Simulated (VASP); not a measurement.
# GaP (Pmma) in VASP: a series of runs

The runs below take GaP through single point, with PBE.

All numbers are computed with VASP 6.6.1; they aren't measurements. Logs are shortened: lines on timing, memory, paths and dates and some standing lists are left out, and cuts for length are marked.

## 1. The cell of the first run

The structure is orthorhombic, space group Pmma (No. 51). The conventional cell has a = 3.893 Å, b = 3.893 Å, c = 11.010 Å, α = 90.00°, β = 90.00°, γ = 90.00°. Within 3.1 Å of Ga (site symmetry mm2) lie 2 P at 2.38 Å and 2 Ga at 2.38 Å. Within 3.1 Å of Ga (site symmetry mm2) lie 4 P at 2.38 Å. Within 3.1 Å of P (site symmetry mm2) lie 4 Ga at 2.38 Å. Within 3.1 Å of P (site symmetry mm2) lie 2 Ga at 2.38 Å and 2 P at 2.38 Å.

## 2. Single point, PBE

Input file INCAR:

```
SYSTEM = GaP
  ALGO = Normal
  EDIFF = 1E-6
  ENCUT = 520
  GGA = PE
  ISIF = 2
  ISMEAR = 0
  LASPH = .True.
  LCHARG = .False.
  LREAL = .False.
  LWAVE = .False.
  NBANDS = 46
  NELM = 80
  PREC = Accurate
  SIGMA = 0.05
```

Input file KPOINTS:

```
k-points
0
Gamma
  8 8 3
  0 0 0
```

Input file POSCAR:

```
GaP
1.0
    3.8926748920      0.0000000000      0.0000000000
    0.0000000000      3.8926748920      0.0000000000
    0.0000000000      0.0000000000     11.0101472524
Ga P
4 4
Direct
    0.0000000000      0.0000000000      0.0000000000
    0.5000000000      0.5000000000      0.2500000000
    0.0000000000      0.5000000000      0.6250000000
    0.5000000000      0.0000000000      0.8750000000
    0.0000000000      0.5000000000      0.1250000000
    0.5000000000      0.0000000000      0.3750000000
    0.0000000000      0.0000000000      0.5000000000
    0.5000000000      0.5000000000      0.7500000000
```

Potentials or basis: VASP PAW PBE potentials, release 64 (Ga_d, P).

Launch:

```
$ cat potpaw_PBE.64/Ga_d/POTCAR potpaw_PBE.64/P/POTCAR > POTCAR
$ mpirun -np 1 vasp_std > vasp.out
```

OUTCAR:

```text
SYSTEM = GaP
   EDIFF = 1E-6
   ENCUT = 520
   GGA = PE
   ISIF = 2
   ISMEAR = 0
   LASPH = .True.
   LREAL = .False.
   NELM = 80
   PREC = Accurate

 ion  position               nearest neighbor table
   1  0.000  0.000  0.000-   4 2.38   5 2.38   5 2.38   4 2.38
   2  0.500  0.500  0.250-   5 2.38   6 2.38   6 2.38   5 2.38
   3  0.000  0.500  0.625-   7 2.38   8 2.38   7 2.38   8 2.38
   4  0.500  0.000  0.875-   1 2.38   8 2.38   8 2.38   1 2.38
   5  0.000  0.500  0.125-   1 2.38   2 2.38   1 2.38   2 2.38
   6  0.500  0.000  0.375-   2 2.38   7 2.38   2 2.38   7 2.38
   7  0.000  0.000  0.500-   3 2.38   6 2.38   3 2.38   6 2.38
   8  0.500  0.500  0.750-   3 2.38   4 2.38   4 2.38   3 2.38

  LATTYP: Found a simple tetragonal cell.
 ALAT       =     3.8926748920
 C/A-ratio  =     2.8284271248

  Lattice vectors:

 A1 = (   3.8926748920,   0.0000000000,   0.0000000000)
 A2 = (   0.0000000000,   3.8926748920,   0.0000000000)
 A3 = (   0.0000000000,   0.0000000000,  11.0101472524)

Analysis of symmetry for initial positions (statically):
=====================================================================
 Subroutine PRICEL returns:
 Original cell was already a primitive cell.

 Routine SETGRP: Setting up the symmetry group for a
 simple tetragonal supercell.

 Subroutine GETGRP returns: Found  8 space group operations
 (whereof  4 operations were pure point group operations)
 out of a pool of 16 trial point group operations.

The static configuration has the point symmetry C_2v.
 The point group associated with its full space group is D_2h.

Analysis of symmetry for dynamics (positions and initial velocities):
=====================================================================
 Subroutine PRICEL returns:
 Original cell was already a primitive cell.

 Routine SETGRP: Setting up the symmetry group for a
 simple tetragonal supercell.

 Subroutine GETGRP returns: Found  8 space group operations
 (whereof  4 operations were pure point group operations)
 out of a pool of 16 trial point group operations.

The dynamic configuration has the point symmetry C_2v.
 The point group associated with its full space group is D_2h.

 Subroutine INISYM returns: Found  8 space group operations
 (whereof  4 operations are pure point group operations),
 and found     1 'primitive' translations

[... 111 lines left out ...]
   NFREE  =      0    steps in history (QN), initial steepest desc. (CG)
   ISIF   =      2    stress and relaxation
   ISYM   =      2    0-nonsym 1-usesym 2-fastsym
   POTIM  = 0.5000    time-step for ionic-motion
   TEBEG  =    0.0;   TEEND  =   0.0 temperature during run
   PSTRESS=    0.0 pullay stress
   NELECT =      72.0000    total number of electrons
   NUPDOWN=      -1.0000    fix difference up-down
   EMIN   =  10.00;   EMAX   =-10.00  energy-range for DOS
   EFERMI =   0.00;   METHOD = LEGACY
   ISMEAR =     0;   SIGMA  =   0.05  broadening in eV -4-tet -1-fermi 0-gaus
   EFERMI_NEDOS =   21; number of points for ismear=-14 and -15
   IALGO  =     38    algorithm
   IMIX   =      4    mixing-type and parameters
     AMIX     =   0.40;   BMIX     =  1.00
     AMIX_MAG =   1.60;   BMIX_MAG =  1.00
  volume/ion in A,a.u.               =      20.85       140.73
  Fermi-wavevector in a.u.,A,eV,Ry     =   1.237150  2.337875 20.824279  1.530541
  Thomas-Fermi vector in A             =   2.371730
   LORBIT       =      0    0 simple, 1 ext, 2 COOP (PROOUT), +10 PAW based schemes
   GGA     = PE    functional components
   LHFCALC =     F    Hartree Fock is set to
   AEXX    =    0.0000 exact exchange contribution
   IVDW    =     0    specifies the selected vdW correction
   LEPSILON=     F    determine dielectric tensor
   LRPA    =     F    only Hartree local field effects (RPA)
 non-spin polarized calculation
 Gauss-broadening in eV      SIGMA  =   0.05
  energy-cutoff  :      520.00
  volume of cell :      166.84
 maximum number of plane-waves:      4566
 NGX is ok and might be reduce to    30
   NGX = 15   NGY = 15   NGZ = 41

 number of electron      71.9999965 magnetization

 Free energy of the ion-electron system (eV)
  ---------------------------------------------------
  ext. energy  EPLUGINS =         0.00000000
  ---------------------------------------------------
  free energy    TOTEN  =       -34.65143194 eV

  energy without entropy =      -34.65068765  energy(sigma->0) =      -34.65105979

 E-fermi :   5.2682     XC(G=0):  -9.7257

 val. band max:        5.2257650104   @ k =   0.1250   0.0000   0.3333
 cond. band min:       5.3213140662   @ k =  -0.1250   0.3750   0.3333
 fundamental gap:      0.0955490557
 Fermi energy:         5.2681527894

 k-point     1 :       0.0000    0.0000    0.0000
  band No.  band energies     occupation
      1     -10.3576      2.00000
      2     -10.3351      2.00000
      3     -10.2684      2.00000
      4     -10.2632      2.00000
      5     -10.2369      2.00000
      6     -10.2337      2.00000
[... 1165 lines left out ...]
     45      10.0015      0.00000
     46      10.7738      0.00000

 [... further k-points ...]

------------------------ aborting loop because EDIFF is reached ----------------------------------------

  FORCE on cell =-STRESS in cart. coord.  units (eV):
  Direction    XX          YY          ZZ          XY          YZ          ZX
  --------------------------------------------------------------------------------------
  -------------------------------------------------------------------------------------
  Total        1.7853199      2.2424006      0.7535960      0.0000000      0.0000000      0.0000000
  in kB       17.1449895     21.5344798      7.2370200      0.0000000      0.0000000      0.0000000
  external PRESSURE =      15.3054965 kB  Pullay stress =       0.0000000 kB

 VOLUME and BASIS-vectors are now :
 -----------------------------------------------------------------------------
  energy-cutoff  :      520.00
  volume of cell :      166.84
      direct lattice vectors                 reciprocal lattice vectors
     3.892674892  0.000000000  0.000000000     0.256892761  0.000000000  0.000000000
     0.000000000  3.892674892  0.000000000     0.000000000  0.256892761  0.000000000
     0.000000000  0.000000000 11.010147252     0.000000000  0.000000000  0.090825307

 POSITION                                       TOTAL-FORCE (eV/Angst)
 -----------------------------------------------------------------------------------
      0.00000      0.00000      0.00000         0.000000      0.000000      0.848272
      1.94634      1.94634      2.75254         0.000000      0.000000     -0.276214
      0.00000      1.94634      6.88134         0.000000      0.000000      0.276214
      1.94634      0.00000      9.63388         0.000000      0.000000     -0.848272
      0.00000      1.94634      1.37627         0.000000      0.000000      0.463301
      1.94634      0.00000      4.12881         0.000000      0.000000      1.632416
      0.00000      0.00000      5.50507         0.000000      0.000000     -1.632416
      1.94634      1.94634      8.25761         0.000000      0.000000     -0.463301
 -----------------------------------------------------------------------------------
    total drift:                                0.000000      0.000000      0.000000

  FREE ENERGIE OF THE ION-ELECTRON SYSTEM (eV)
  ---------------------------------------------------
  free  energy   TOTEN  =       -34.6514319360 eV

  energy  without entropy=      -34.6506876498  energy(sigma->0) =      -34.65105979
```

OSZICAR:

```text
N       E                     dE             d eps       ncg     rms          rms(c)
DAV:   1     0.650251018822E+03    0.65025E+03   -0.32873E+04  5018   0.230E+03
DAV:   2     0.720720790930E+02   -0.57818E+03   -0.55751E+03  4872   0.614E+02
DAV:   3    -0.286843772872E+02   -0.10076E+03   -0.97682E+02  5322   0.176E+02
DAV:   4    -0.353165328662E+02   -0.66322E+01   -0.65649E+01  5856   0.454E+01
DAV:   5    -0.355286812643E+02   -0.21215E+00   -0.21178E+00  6376   0.785E+00    0.851E+00
DAV:   6    -0.347363300690E+02    0.79235E+00   -0.23791E+00  6450   0.170E+01    0.548E+00
DAV:   7    -0.346888944621E+02    0.47436E-01   -0.15949E+00  5490   0.589E+00    0.263E+00
DAV:   8    -0.346542253894E+02    0.34669E-01   -0.58969E-01  5806   0.396E+00    0.100E+00
DAV:   9    -0.346511813989E+02    0.30440E-02   -0.86675E-02  5920   0.190E+00    0.221E-01
DAV:  10    -0.346509766783E+02    0.20472E-03   -0.14835E-02  5692   0.968E-01    0.105E-01
DAV:  11    -0.346511724943E+02   -0.19582E-03   -0.18591E-03  6084   0.232E-01    0.718E-02
DAV:  12    -0.346513800860E+02   -0.20759E-03   -0.47448E-04  5752   0.119E-01    0.275E-02
DAV:  13    -0.346514292429E+02   -0.49157E-04   -0.15744E-04  5190   0.594E-02    0.109E-02
DAV:  14    -0.346514318048E+02   -0.25619E-05   -0.13157E-05  5274   0.192E-02    0.604E-03
DAV:  15    -0.346514319360E+02   -0.13127E-06   -0.27276E-06  4156   0.880E-03
   1 F= -.34651432E+02 E0= -.34651060E+02  d E =-.744286E-03
```

stdout:

```text
POSCAR found type information on POSCAR GaP
 POSCAR found :  2 types and       8 ions
 scaLAPACK will be used
 LDA part: xc-table for (Slater+PW92), standard interpolation
 POSCAR, INCAR and KPOINTS ok, starting setup
 FFT: planning ... GRIDC
 FFT: planning ... GRID_SOFT
 FFT: planning ... GRID
 WAVECAR not read
 entering main loop
```

Wall time 4.7 min (1 thread of Intel Xeon Platinum 8488C (Sapphire Rapids), shared host); peak memory 0.43 GiB.

What came out:

* Free energy: -34.6514 eV
* Pressure: 1.5 GPa
* Largest force: 1.632 eV/Å
* Band gap on the k mesh: 0.10 eV (least direct gap 0.17 eV)

Forces on the atoms (eV/Å):
```
Ga   0.000  0.000  0.848
Ga   0.000  0.000 -0.276
Ga   0.000  0.000  0.276
Ga   0.000  0.000 -0.848
P    0.000  0.000  0.463
P    0.000  0.000  1.632
P    0.000  0.000 -1.632
P    0.000  0.000 -0.463
```

Stress tensor (GPa, compression positive):
```
1.71 0.00 0.00
0.00 2.15 0.00
0.00 0.00 0.72
```

Levels at points of the mesh, in eV from the valence-band top:
| k point | band 33 | band 34 | band 35 | band 36 | band 37 | band 38 | band 39 | band 40 |
| --- | --- | --- | --- | --- | --- | --- | --- | --- |
| (0.00, 0.00, 0.00) | -2.40 | -0.90 | -0.85 | -0.79 | 0.59 | 0.82 | 1.25 | 1.31 |
| (0.50, 0.00, 0.00) | -1.78 | -1.78 | -1.50 | -1.50 | 0.49 | 0.49 | 2.14 | 2.14 |
| (0.00, 0.50, 0.00) | -1.97 | -1.91 | -1.83 | -0.98 | 0.72 | 1.04 | 1.78 | 2.29 |
| (0.50, 0.50, 0.00) | -3.43 | -3.43 | -2.60 | -2.60 | 0.49 | 0.49 | 0.83 | 0.83 |

Caveat: semilocal functionals underestimate gaps, and a narrow one can read as zero; forces of over 1 eV/Å act on the atoms, so gaps and moduli don't describe the material at rest.

## 3. Single point, PBE

This run uses another cell than the first one, of 21.00 Å³/atom.

Input file INCAR:

```
SYSTEM = GaP
ALGO = Normal
EDIFF = 1E-6
ENCUT = 520
GGA = PE
ISIF = 2
ISMEAR = 0
LASPH = .True.
LCHARG = .False.
LREAL = .False.
LWAVE = .False.
NBANDS = 46
NELM = 60
PREC = Accurate
SIGMA = 0.05
```

KPOINTS is that of step 2.

Input file POSCAR:

```
GaP
1.0
    3.8926748920      0.0000000000      0.0000000000
    0.0000000000      3.8926748920      0.0000000000
    0.0000000000      0.0000000000     11.0882001177
Ga P
4 4
Direct
    0.0000000000      0.0000000000      0.0115408869
    0.5000000000      0.5000000000      0.2612105645
    0.0000000000      0.5000000000      0.6137894355
    0.5000000000      0.0000000000      0.8634591131
    0.0000000000      0.5000000000      0.1385951390
    0.5000000000      0.0000000000      0.3883521964
    0.0000000000      0.0000000000      0.4866478036
    0.5000000000      0.5000000000      0.7364048610
```

Potentials or basis: VASP PAW PBE potentials, release 64 (Ga_d, P).

Launch:

```
$ cat potpaw_PBE.64/Ga_d/POTCAR potpaw_PBE.64/P/POTCAR > POTCAR
$ mpirun -np 1 vasp_std > vasp.out
```

It took 3.9 min on 1 thread of Intel Xeon Platinum 8488C (Sapphire Rapids), shared host; peak memory 0.43 GiB.

The run converged. Its results:

```
Free energy            : -35.0949 eV
Pressure               : 0.7 GPa
Largest force          : 0.027 eV/Å
Band gap on the k mesh : 0.70 eV (least direct gap 0.83 eV)
```

Forces on the atoms (eV/Å):
```
Ga   0.000  0.000  0.001
Ga   0.000  0.000 -0.002
Ga   0.000  0.000  0.002
Ga   0.000  0.000 -0.001
P    0.000  0.000  0.007
P    0.000  0.000  0.027
P    0.000  0.000 -0.027
P    0.000  0.000 -0.007
```

Stress tensor (GPa, compression positive):
```
 2.07  0.00  0.00
 0.00  0.15  0.00
 0.00  0.00 -0.05
```

Levels at points of the mesh, in eV from the valence-band top:
```
           k point  band 32  band 33  band 34  band 35  band 36  band 37  band 38  band 39  band 40  band 41
(0.00, 0.00, 0.00)    -2.00    -1.90    -1.09    -0.36    -0.01     0.95     1.17     1.94     2.08     2.28
(0.50, 0.00, 0.00)    -2.01    -1.35    -1.35    -1.15    -1.15     1.03     1.03     2.66     2.66     3.84
(0.00, 0.50, 0.00)    -1.64    -1.56    -1.47    -1.40    -1.06     1.13     1.93     2.44     2.73     3.09
(0.50, 0.50, 0.00)    -3.96    -3.02    -3.02    -2.10    -2.10     1.23     1.23     1.23     1.23     4.66
```

Caveat: semilocal functionals underestimate gaps, and a narrow one can read as zero. A k mesh can miss the band edges.
